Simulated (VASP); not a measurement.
Here is a VASP 6.6.1 calculation.

INCAR

```
PREC = Accurate ; ENCUT = 500
EDIFF = 1E-6 ; ISMEAR = 0
SIGMA = 0.02 ; LREAL = F
LASPH = T ; NELM = 120
ALGO = Normal ; ISIF = 2
LWAVE = F ; LCHARG = F
GGA = PS ; NBANDS = 14
GGA_COMPAT = F
```

The input KPOINTS:

```
Automatic mesh
0
Gamma
  12 12 12
```

POSCAR

```
NaCl
1.0
    0.0000000000      2.5141340848      2.5141340848
    2.5141340848      0.0000000000      2.5141340848
    2.5141340848      2.5141340848      0.0000000000
Na Cl
1 1
Direct
    0.0000000000      0.0000000000      0.0000000000
    0.5000000000      0.5000000000      0.5000000000
```

Potentials or basis: VASP PAW PBE potentials, release 64 (Na_pv, Cl).

Run with:

```console
$ cat potpaw_PBE.64/Na_pv/POTCAR potpaw_PBE.64/Cl/POTCAR > POTCAR
$ mpirun -np 1 vasp_std > vasp.out
```

(1) What does it give for the band gap on the k mesh?

(2) What does it give for the pressure?

## Answers

(1) 6.59 eV, direct.

(2) 18.2 GPa.

Caveat: the PAW data sets were made with another functional, which shifts forces and pressure a little.
